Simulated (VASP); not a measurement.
Write the native input for VASP 6.6.1 that does the following.

```yaml
Task: single point
Functional: PBEsol
Potentials_or_basis: VASP PAW PBE potentials, release 64 (Co, O)
Cutoff: 520 eV
k_mesh: 11 × 11 × 11
Occupations: fermi-dirac, width 0.05 eV
Spin: collinear spin, ferromagnetic start
Starting_moments: "[2.0, 0.0] μB"
Dipole_correction: no
Further_INCAR_settings: ALGO = Normal; EDIFF = 1e-06; NBANDS = 18
```

The structure of CoO lies in POSCAR:

```
CoO
1.0
    0.0000000000      2.0651521256      2.0651521256
    2.0651521256      0.0000000000      2.0651521256
    2.0651521256      2.0651521256      0.0000000000
Co O
1 1
Direct
    0.0000000000      0.0000000000      0.0000000000
    0.5000000000      0.5000000000      0.5000000000
```

The input as run:

INCAR

```
SYSTEM = CoO
PREC = Accurate
ENCUT = 520
EDIFF = 1E-6
ISMEAR = -1
SIGMA = 0.05
LREAL = .FALSE.
LASPH = .TRUE.
NELM = 150
ALGO = Normal
ISIF = 2
LWAVE = .FALSE.
LCHARG = .TRUE.
ISPIN = 2
MAGMOM = 2 0
LORBIT = 11
LMAXMIX = 4
GGA = PS
LELF = .TRUE.
LVHAR = .TRUE.
NBANDS = 18
```

KPOINTS

```
regular mesh
0
G
  11 11 11
  0 0 0
```

Potentials or basis: VASP PAW PBE potentials, release 64 (Co, O).

Run with:

```console
$ cat potpaw_PBE.64/Co/POTCAR potpaw_PBE.64/O/POTCAR > POTCAR
$ mpirun -np 1 vasp_std > vasp.out
```

Results of the run:

* Pressure: 3.3 GPa
* Net moment: 2.53 μB per cell
* Site moments: Co +2.26; O +0.23 μB
* Valence electrons inside the program's atomic spheres: Co 8.00; O 4.99

Caveat: the PAW data sets were made with another functional, which shifts forces and pressure a little; a cell with one magnetic atom can't hold antiferromagnetic order, which such compounds often take.

Run time: 73 s on 1 thread of Intel Xeon 8259CL, on a shared host, peak memory 0.17 GiB.
